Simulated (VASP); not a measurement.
# Rh (P6/mmm) in VASP: single point with PBE

Aim: the single point of Rh with PBE.

All numbers are computed with VASP 6.6.1; they aren't measurements. Logs are shortened: lines on timing, memory, paths and dates and some standing lists are left out, and cuts for length are marked.

## Step 1: The cell of the first run

Symmetry: P6/mmm, No. 191, hexagonal system. The conventional cell has a = 2.180 Å, b = 2.180 Å, c = 2.064 Å, α = 90.00°, β = 90.00°, γ = 120.00°. Within 2.7 Å of Rh (site symmetry 6/mmm) lie 8 Rh at 2.06 to 2.18 Å.

This isn't the form of Rh at room conditions, which is fcc.

## Step 2: Single point, PBE

File INCAR:

```
PREC = Accurate ; ENCUT = 620
EDIFF = 1E-6 ; ISMEAR = -1
SIGMA = 0.05 ; LREAL = F
LASPH = T ; NELM = 120
ALGO = Normal ; ISIF = 2
LWAVE = F ; LCHARG = F
GGA = PE ; NBANDS = 14
GGA_COMPAT = F
```

File KPOINTS:

```
regular mesh
0
Gamma
  20 20 18
```

File POSCAR:

```
Rh
1.0
    2.1795641389      0.0000000000      0.0000000000
   -1.0897820695      1.8875579135      0.0000000000
    0.0000000000      0.0000000000      2.0636235058
Rh
1
Direct
    0.0000000000      0.0000000000      0.0000000000
```

Potentials or basis: VASP PAW PBE potentials, release 64 (Rh_sv_GW).

The run is started by

```sh
> cat potpaw_PBE.64/Rh_sv_GW/POTCAR > POTCAR
> mpirun -np 1 vasp_std > vasp.out
```

OUTCAR:

```text
PREC = Accurate
   ENCUT = 620
   EDIFF = 1E-6
   ISMEAR = -1
   LREAL = F
   LASPH = T
   NELM = 120
   ISIF = 2
   GGA = PE

 ion  position               nearest neighbor table
   1  0.000  0.000  0.000-

  LATTYP: Found a hexagonal cell.
 ALAT       =     2.1795641389
 C/A-ratio  =     0.9468055879

  Lattice vectors:

 A1 = (   2.1795641389,   0.0000000000,   0.0000000000)
 A2 = (  -1.0897820695,   1.8875579135,   0.0000000000)
 A3 = (   0.0000000000,   0.0000000000,   2.0636235058)

Analysis of symmetry for initial positions (statically):
=====================================================================
 Subroutine PRICEL returns:
 Original cell was already a primitive cell.

 Routine SETGRP: Setting up the symmetry group for a
 hexagonal supercell.

 Subroutine GETGRP returns: Found 24 space group operations
 (whereof 24 operations were pure point group operations)
 out of a pool of 24 trial point group operations.

The static configuration has the point symmetry D_6h.

Analysis of symmetry for dynamics (positions and initial velocities):
=====================================================================
 Subroutine PRICEL returns:
 Original cell was already a primitive cell.

 Routine SETGRP: Setting up the symmetry group for a
 hexagonal supercell.

 Subroutine GETGRP returns: Found 24 space group operations
 (whereof 24 operations were pure point group operations)
 out of a pool of 24 trial point group operations.

The dynamic configuration has the point symmetry D_6h.

 Subroutine INISYM returns: Found 24 space group operations
 (whereof 24 operations are pure point group operations),
 and found     1 'primitive' translations

----------------------------------------------------------------------------------------

                                     Primitive cell

  volume of cell :       8.4899

  direct lattice vectors                    reciprocal lattice vectors
     2.179564139  0.000000000  0.000000000     0.458807329  0.264892535  0.000000000
    -1.089782070  1.887557914  0.000000000     0.000000000  0.529785069  0.000000000
     0.000000000  0.000000000  2.063623506     0.000000000  0.000000000  0.484584517

  length of vectors
     2.179564139  2.179564139  2.063623506     0.529785069  0.529785069  0.484584517

  position of ions in fractional coordinates (direct lattice)
     0.000000000  0.000000000  0.000000000

  ion indices of the primitive-cell ions
   primitive index   ion index
                 1           1
[... 80 lines left out ...]
   POTIM  = 0.5000    time-step for ionic-motion
   TEBEG  =    0.0;   TEEND  =   0.0 temperature during run
   PSTRESS=    0.0 pullay stress
   NELECT =      17.0000    total number of electrons
   NUPDOWN=      -1.0000    fix difference up-down
   EMIN   =  10.00;   EMAX   =-10.00  energy-range for DOS
   EFERMI =   0.00;   METHOD = LEGACY
   ISMEAR =    -1;   SIGMA  =   0.05  broadening in eV -4-tet -1-fermi 0-gaus
   EFERMI_NEDOS =   21; number of points for ismear=-14 and -15
   IALGO  =     38    algorithm
   IMIX   =      4    mixing-type and parameters
     AMIX     =   0.40;   BMIX     =  1.00
     AMIX_MAG =   1.60;   BMIX_MAG =  1.00
  volume/ion in A,a.u.               =       8.49        57.29
  Fermi-wavevector in a.u.,A,eV,Ry     =   2.063436  3.899329 57.930452  4.257768
  Thomas-Fermi vector in A             =   3.063017
   LORBIT       =      0    0 simple, 1 ext, 2 COOP (PROOUT), +10 PAW based schemes
   GGA     = PE    functional components
   LHFCALC =     F    Hartree Fock is set to
   AEXX    =    0.0000 exact exchange contribution
   IVDW    =     0    specifies the selected vdW correction
   LEPSILON=     F    determine dielectric tensor
   LRPA    =     F    only Hartree local field effects (RPA)
 non-spin polarized calculation
  energy-cutoff  :      620.00
  volume of cell :        8.49
 maximum number of plane-waves:       316
 NGX is ok and might be reduce to    18
   NGX =  9   NGY =  9   NGZ =  9

 number of electron      17.0000000 magnetization

 Free energy of the ion-electron system (eV)
  ---------------------------------------------------
  ext. energy  EPLUGINS =         0.00000000
  ---------------------------------------------------
  free energy    TOTEN  =         0.43379224 eV

  energy without entropy =        0.43941999  energy(sigma->0) =        0.43660611

 E-fermi :  21.4538     XC(G=0): -17.3557

 val. band max:       21.4529053109   @ k =   0.1500   0.0000   0.1111
 cond. band min:      21.4564481229   @ k =   0.2000   0.1000   0.4444
 fundamental gap:      0.0035428119
 Fermi energy:        21.4538090536

 k-point     1 :       0.0000    0.0000    0.0000
  band No.  band energies     occupation
      1     -60.1408      2.00000
      2     -25.7105      2.00000
      3     -25.7105      2.00000
      4     -25.6439      2.00000
      5       9.5486      2.00000
      6      10.2188      2.00000
      7      15.0981      2.00000
      8      15.0981      2.00000
      9      23.7062      0.00000
     10      23.7062      0.00000
     11      35.7160      0.00000
     12      42.1867      0.00000
     13      49.3507      0.00000
     14      49.3507      0.00000
[... 377 lines left out ...]
      1     -59.5242      2.00000
      2     -28.4387      2.00000
      3     -26.5253      2.00000
      4     -25.2995      2.00000
      5      10.9702      2.00000
      6      11.8203      2.00000
      7      16.0879      2.00000
      8      19.6028      2.00000
      9      21.6838      0.01992
     10      22.5659      0.00000
     11      38.6023      0.00000
     12      41.4488      0.00000
     13      46.5995      0.00000
     14      49.6772      0.00000

 [... further k-points ...]

------------------------ aborting loop because EDIFF is reached ----------------------------------------

  FORCE on cell =-STRESS in cart. coord.  units (eV):
  Direction    XX          YY          ZZ          XY          YZ          ZX
  --------------------------------------------------------------------------------------
  -------------------------------------------------------------------------------------
  Total       27.6166449     27.6166449     27.6188288     -0.0000000     -0.0000000     -0.0000000
  in kB     5211.7202165   5211.7202167   5212.1323445     -0.0000001     -0.0000000     -0.0000000
  external PRESSURE =    5211.8575926 kB  Pullay stress =       0.0000000 kB

 VOLUME and BASIS-vectors are now :
 -----------------------------------------------------------------------------
  energy-cutoff  :      620.00
  volume of cell :        8.49
      direct lattice vectors                 reciprocal lattice vectors
     2.179564139  0.000000000  0.000000000     0.458807329  0.264892535  0.000000000
    -1.089782070  1.887557914  0.000000000     0.000000000  0.529785069  0.000000000
     0.000000000  0.000000000  2.063623506     0.000000000  0.000000000  0.484584517

 POSITION                                       TOTAL-FORCE (eV/Angst)
 -----------------------------------------------------------------------------------
      0.00000      0.00000      0.00000         0.000000      0.000000      0.000000
 -----------------------------------------------------------------------------------
    total drift:                               -0.000000     -0.000000      0.000000

  FREE ENERGIE OF THE ION-ELECTRON SYSTEM (eV)
  ---------------------------------------------------
  free  energy   TOTEN  =         0.4337922399 eV

  energy  without entropy=        0.4394199888  energy(sigma->0) =        0.43660611
```

stdout:

```text
POSCAR found type information on POSCAR Rh
 POSCAR found :  1 types and       1 ions
 scaLAPACK will be used
 LDA part: xc-table for (Slater+PW92), standard interpolation
 POSCAR, INCAR and KPOINTS ok, starting setup
 FFT: planning ... GRIDC
 FFT: planning ... GRID_SOFT
 FFT: planning ... GRID
 WAVECAR not read
 entering main loop
```

It took 31 s on 1 thread of Intel Xeon 6975P-C (Granite Rapids), shared host; peak memory 0.2 GiB.

Results:

| Quantity | Value |
| --- | --- |
| Free energy | 0.4338 eV |
| Pressure | 521.2 GPa |
| Band gap on the k mesh | zero (an odd number of electrons rules out a gap without spin polarisation) |

Levels at points of the mesh, in eV from the Fermi level:
```tsv
k point	band 7	band 8	band 9	band 10	band 11	band 12
(0.00, 0.00, 0.00)	-6.36	-6.36	2.25	2.25	14.26	20.73
(0.50, 0.00, 0.00)	-3.43	0.68	1.02	2.87	14.74	18.41
(0.00, 0.00, 0.50)	-5.08	-3.12	-3.12	-1.62	14.02	18.44
(0.50, 0.00, 0.50)	-5.31	3.43	5.46	7.10	11.34	22.61
```

Caveat: the cell stands under pressure.
